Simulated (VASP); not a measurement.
# HfPb3 (P4mm) in VASP: single point with PBEsol

Aim: the single point of HfPb3 with PBEsol.

Everything below comes from runs of VASP 6.6.1. Logs are shortened: lines on timing, memory, paths and dates and some standing lists are left out, and cuts for length are marked.

### Step 1. The cell of the first run

It takes space group P4mm (No. 99, tetragonal). Conventional cell: a = 4.704 Å, b = 4.704 Å, c = 4.704 Å, α = 90.00°, β = 90.00°, γ = 90.00°. Within 4.4 Å of Hf (site symmetry 4mm) lie 12 Pb at 3.33 Å. Pb (site symmetry 2mm) has 8 Pb at 3.19 to 3.47 Å and 4 Hf at 3.33 Å within 4.2 Å. Pb (site symmetry 4mm) has 8 Pb at 3.19 to 3.47 Å and 4 Hf at 3.33 Å within 4.2 Å.

### Step 2. Single point, PBEsol (atom 4 (Pb) moved 0.2 Å along y)

File INCAR:

```
PREC = Accurate
ENCUT = 520
EDIFF = 1E-7
ISMEAR = 0
SIGMA = 0.05
LREAL = F
LASPH = T
NELM = 60
ALGO = Fast
ISIF = 2
LWAVE = F
LCHARG = F
GGA = PS
NBANDS = 34
```

File KPOINTS:

```
regular mesh
0
Gamma
  8 8 8
```

File POSCAR:

```
HfPb3
1.0
    4.7042639545      0.0000000000      0.0000000000
    0.0000000000      4.7042639545      0.0000000000
    0.0000000000      0.0000000000      4.7042639545
Hf Pb
1 3
Direct
    0.0000000000      0.0000000000      0.0000000000
    0.0000000000      0.5000000000      0.5000000000
    0.5000000000      0.5000000000      0.0000000000
    0.5000000000      0.0425146212      0.5000000000
```

Potentials or basis: VASP PAW PBE potentials, release 64 (Hf_pv, Pb_d).

The run is started by

```sh
$ cat potpaw_PBE.64/Hf_pv/POTCAR potpaw_PBE.64/Pb_d/POTCAR > POTCAR
$ mpirun -np 1 vasp_std > vasp.out
```

OUTCAR:

```text
PREC = Accurate
   ENCUT = 520
   EDIFF = 1E-7
   ISMEAR = 0
   LREAL = F
   LASPH = T
   NELM = 60
   ISIF = 2
   GGA = PS

 ion  position               nearest neighbor table
   1  0.000  0.000  0.000-   2 3.33   3 3.33   2 3.33   2 3.33   3 3.33   2 3.33   3 3.33   3 3.33
                             4 3.33   4 3.33   4 3.33   4 3.33
   2  0.000  0.500  0.500-   4 3.19   4 3.19   1 3.33   1 3.33   3 3.33   1 3.33   1 3.33   3 3.33
                             3 3.33   3 3.33   4 3.47   4 3.47
   3  0.500  0.500  0.000-   4 3.19   4 3.19   1 3.33   2 3.33   2 3.33   1 3.33   1 3.33   2 3.33
                             2 3.33   1 3.33   4 3.47   4 3.47
   4  0.500  0.043  0.500-   2 3.19   3 3.19   3 3.19   2 3.19   1 3.33   1 3.33   1 3.33   1 3.33
                             2 3.47   3 3.47   3 3.47   2 3.47

  LATTYP: Found a simple cubic cell.
 ALAT       =     4.7042639545

  Lattice vectors:

 A1 = (   4.7042639545,   0.0000000000,   0.0000000000)
 A2 = (   0.0000000000,   4.7042639545,   0.0000000000)
 A3 = (   0.0000000000,   0.0000000000,   4.7042639545)

Analysis of symmetry for initial positions (statically):
=====================================================================
 Subroutine PRICEL returns:
 Original cell was already a primitive cell.

 Routine SETGRP: Setting up the symmetry group for a
 simple cubic supercell.

 Subroutine GETGRP returns: Found  8 space group operations
 (whereof  8 operations were pure point group operations)
 out of a pool of 48 trial point group operations.

The static configuration has the point symmetry C_4v.

Analysis of symmetry for dynamics (positions and initial velocities):
=====================================================================
 Subroutine PRICEL returns:
 Original cell was already a primitive cell.

 Routine SETGRP: Setting up the symmetry group for a
 simple cubic supercell.

 Subroutine GETGRP returns: Found  8 space group operations
 (whereof  8 operations were pure point group operations)
 out of a pool of 48 trial point group operations.

The dynamic configuration has the point symmetry C_4v.

 Subroutine INISYM returns: Found  8 space group operations
 (whereof  8 operations are pure point group operations),
 and found     1 'primitive' translations

----------------------------------------------------------------------------------------

                                     Primitive cell

  volume of cell :     104.1058

  direct lattice vectors                    reciprocal lattice vectors
     4.704263955  0.000000000  0.000000000     0.212573106  0.000000000  0.000000000
     0.000000000  4.704263955  0.000000000     0.000000000  0.212573106  0.000000000
     0.000000000  0.000000000  4.704263955     0.000000000  0.000000000  0.212573106

  length of vectors
     4.704263955  4.704263955  4.704263955     0.212573106  0.212573106  0.212573106

  position of ions in fractional coordinates (direct lattice)
     0.000000000  0.000000000  0.000000000
     0.000000000  0.500000000  0.500000000
     0.500000000  0.500000000  0.000000000
     0.500000000  0.042514621  0.500000000

  ion indices of the primitive-cell ions
   primitive index   ion index
                 1           1
                 2           2
                 3           3
                 4           4

----------------------------------------------------------------------------------------

 KPOINTS: regular mesh

Automatic generation of k-mesh.
 Grid dimensions read from file:
 generate k-points for:    8    8    8

 Generating k-lattice:

  Cartesian coordinates                     Fractional coordinates (reciprocal lattice)
     0.026571638  0.000000000  0.000000000     0.125000000  0.000000000  0.000000000
     0.000000000  0.026571638  0.000000000     0.000000000  0.125000000  0.000000000
     0.000000000  0.000000000  0.026571638     0.000000000  0.000000000  0.125000000

  Length of vectors
     0.026571638  0.026571638  0.026571638

  Shift w.r.t. Gamma in fractional coordinates (k-lattice)
     0.000000000  0.000000000  0.000000000

 Subroutine IBZKPT returns following result:
 ===========================================

 Found     75 irreducible k-points:

 Following reciprocal coordinates:
            Coordinates               Weight
  0.000000  0.000000  0.000000      1.000000
  0.125000  0.000000  0.000000      4.000000
  0.000000  0.125000  0.000000      2.000000
  0.250000  0.000000  0.000000      4.000000
  0.000000  0.250000  0.000000      2.000000
  0.375000  0.000000  0.000000      4.000000
[... 16 lines left out ...]
  0.375000  0.250000  0.000000      8.000000
  0.000000  0.375000  0.250000      8.000000
 [... further k-points ...]
   k-points           NKPTS =     75   k-points in BZ     NKDIM =     75   number of bands    NBANDS=     34
   number of dos      NEDOS =    301   number of ions     NIONS =      4
   total plane-waves  NPLWV =  46656
   dimension x,y,z NGX =    36 NGY =   36 NGZ =   36
   dimension x,y,z NGXF=    72 NGYF=   72 NGZF=   72
   ions per type =               1   3
   NGX,Y,Z   is equivalent  to a cutoff of  12.72, 12.72, 12.72 a.u.
   NGXF,Y,Z  is equivalent  to a cutoff of  25.44, 25.44, 25.44 a.u.
 SYSTEM =  unknown system
   PREC   = accura    normal or accurate (medium, high low for compatibility)
   ISTART =      0    job   : 0-new  1-cont  2-samecut
   ICHARG =      2    charge: 1-file 2-atom 10-const
   ISPIN  =      1    spin polarized calculation?
   LNONCOLLINEAR =      F non collinear calculations
   LSORBIT =      F    spin-orbit coupling
   LASPH  =      T    aspherical Exc in radial PAW
   ENCUT  =  520.0 eV  38.22 Ry    6.18 a.u.   8.75  8.75  8.75*2*pi/ulx,y,z
   NELM   =     60;   NELMIN=  2; NELMDL= -5     # of ELM steps
   EDIFF  = 0.1E-06   stopping-criterion for ELM
   LREAL  =      F    real-space projection
   EDIFFG = 0.1E-05   stopping-criterion for IOM
   NSW    =      0    number of steps for IOM
   IBRION =     -1    ionic relax: 0-MD 1-quasi-New 2-CG
   NFREE  =      0    steps in history (QN), initial steepest desc. (CG)
   ISIF   =      2    stress and relaxation
   ISYM   =      2    0-nonsym 1-usesym 2-fastsym
   POTIM  = 0.5000    time-step for ionic-motion
   TEBEG  =    0.0;   TEEND  =   0.0 temperature during run
   PSTRESS=    0.0 pullay stress
   NELECT =      52.0000    total number of electrons
   NUPDOWN=      -1.0000    fix difference up-down
   EMIN   =  10.00;   EMAX   =-10.00  energy-range for DOS
   EFERMI =   0.00;   METHOD = LEGACY
   ISMEAR =     0;   SIGMA  =   0.05  broadening in eV -4-tet -1-fermi 0-gaus
   EFERMI_NEDOS =   21; number of points for ismear=-14 and -15
   IALGO  =     68    algorithm
   IMIX   =      4    mixing-type and parameters
     AMIX     =   0.40;   BMIX     =  1.00
     AMIX_MAG =   1.60;   BMIX_MAG =  1.00
  volume/ion in A,a.u.               =      26.03       175.64
  Fermi-wavevector in a.u.,A,eV,Ry     =   1.298926  2.454613 22.955853  1.687208
  Thomas-Fermi vector in A             =   2.430222
   LORBIT       =      0    0 simple, 1 ext, 2 COOP (PROOUT), +10 PAW based schemes
   GGA     = PS    functional components
   LHFCALC =     F    Hartree Fock is set to
   AEXX    =    0.0000 exact exchange contribution
   IVDW    =     0    specifies the selected vdW correction
   LEPSILON=     F    determine dielectric tensor
   LRPA    =     F    only Hartree local field effects (RPA)
 non-spin polarized calculation
 RMM-DIIS sequential band-by-band and
 Gauss-broadening in eV      SIGMA  =   0.05
  energy-cutoff  :      520.00
  volume of cell :      104.11
 maximum number of plane-waves:      2832
 NGX is ok and might be reduce to    36
   NGX = 17   NGY = 17   NGZ = 17

 number of electron      51.9999979 magnetization

 Free energy of the ion-electron system (eV)
  ---------------------------------------------------
  ext. energy  EPLUGINS =         0.00000000
  ---------------------------------------------------
  free energy    TOTEN  =       -21.46489001 eV

  energy without entropy =      -21.45935079  energy(sigma->0) =      -21.46212040

 E-fermi :   7.9077     XC(G=0): -11.0002

 val. band max:        7.9066029937   @ k =   0.1250   0.3750   0.2500
 cond. band min:       7.9127631672   @ k =   0.3750   0.2500   0.1250
 fundamental gap:      0.0061601735
 Fermi energy:         7.9077225783

 k-point     1 :       0.0000    0.0000    0.0000
  band No.  band energies     occupation
      1     -24.1527      2.00000
      2     -24.1527      2.00000
      3     -24.1485      2.00000
      4      -9.4342      2.00000
      5      -9.4342      2.00000
      6      -9.4338      2.00000
[... 26 lines left out ...]
     33      10.0999      0.00000
     34      12.2768      0.00000

 k-point     2 :       0.1250    0.0000    0.0000
  band No.  band energies     occupation
      1     -24.1536      2.00000
      2     -24.1527      2.00000
      3     -24.1485      2.00000
      4      -9.4318      2.00000
      5      -9.4240      2.00000
      6      -9.4064      2.00000
[... 26 lines left out ...]
     33      10.9945      0.00000
     34      11.5141      0.00000

 k-point     3 :       0.0000    0.1250    0.0000
  band No.  band energies     occupation
      1     -24.1527      2.00000
      2     -24.1527      2.00000
      3     -24.1494      2.00000
      4      -9.4186      2.00000
      5      -9.4150      2.00000
      6      -9.4145      2.00000
[... 26 lines left out ...]
     33      10.9758      0.00000
     34      11.6615      0.00000
[... 704 lines left out ...]
 k-point    23 :       0.3750    0.2500    0.0000
  band No.  band energies     occupation
      1     -24.1576      2.00000
      2     -24.1530      2.00000
      3     -24.1513      2.00000
      4      -9.3510      2.00000
      5      -9.3097      2.00000
      6      -9.2399      2.00000
[... 26 lines left out ...]
     33      11.8213      0.00000
     34      12.8981      0.00000

 k-point    24 :       0.0000    0.3750    0.2500
  band No.  band energies     occupation
      1     -24.1555      2.00000
      2     -24.1534      2.00000
      3     -24.1530      2.00000
      4      -9.3324      2.00000
      5      -9.3151      2.00000
      6      -9.2594      2.00000
[... 26 lines left out ...]
     33      11.8201      0.00000
     34      12.4814      0.00000

 [... further k-points ...]
[... 5 lines left out ...]
  --------------------------------------------------------------------------------------
  -------------------------------------------------------------------------------------
  Total        0.1951802      0.0392209      0.1951802      0.0000000      0.0000000      0.0000000
  in kB        3.0038023      0.6036048      3.0038023      0.0000000      0.0000000      0.0000000
  external PRESSURE =       2.2037364 kB  Pullay stress =       0.0000000 kB

 VOLUME and BASIS-vectors are now :
 -----------------------------------------------------------------------------
  energy-cutoff  :      520.00
  volume of cell :      104.11
      direct lattice vectors                 reciprocal lattice vectors
     4.704263955  0.000000000  0.000000000     0.212573106  0.000000000  0.000000000
     0.000000000  4.704263955  0.000000000     0.000000000  0.212573106  0.000000000
     0.000000000  0.000000000  4.704263955     0.000000000  0.000000000  0.212573106

 POSITION                                       TOTAL-FORCE (eV/Angst)
 -----------------------------------------------------------------------------------
      0.00000      0.00000      0.00000        -0.000000     -0.059110      0.000000
      0.00000      2.35213      2.35213         0.000000      0.516738      0.000000
      2.35213      2.35213      0.00000        -0.000000      0.516738      0.000000
      2.35213      0.20000      2.35213        -0.000000     -0.974365     -0.000000
 -----------------------------------------------------------------------------------
    total drift:                                0.000000      0.000154      0.000001

  FREE ENERGIE OF THE ION-ELECTRON SYSTEM (eV)
  ---------------------------------------------------
  free  energy   TOTEN  =       -21.4648900147 eV

  energy  without entropy=      -21.4593507915  energy(sigma->0) =      -21.46212040
```

It took 7.6 min on 1 thread of Oxide Virtual Turin-like, shared host; peak memory 0.32 GiB.

Results:

```
Free energy            : -21.4649 eV
Pressure               : 0.2 GPa
Largest force          : 0.974 eV/Å
Band gap on the k mesh : zero (bands 26 and 27 overlap by 0.88 eV)
```

Forces on the atoms (eV/Å):
```
Hf   0.000 -0.059  0.000
Pb   0.000  0.517  0.000
Pb   0.000  0.517  0.000
Pb   0.000 -0.974  0.000
```

Caveat: the cell differs from its parent crystal (atom 4 (Pb) moved 0.2 Å along y); the PAW data sets were made with another functional, which shifts forces and pressure a little; spin-orbit coupling is left out, which moves the levels of the heavy elements.
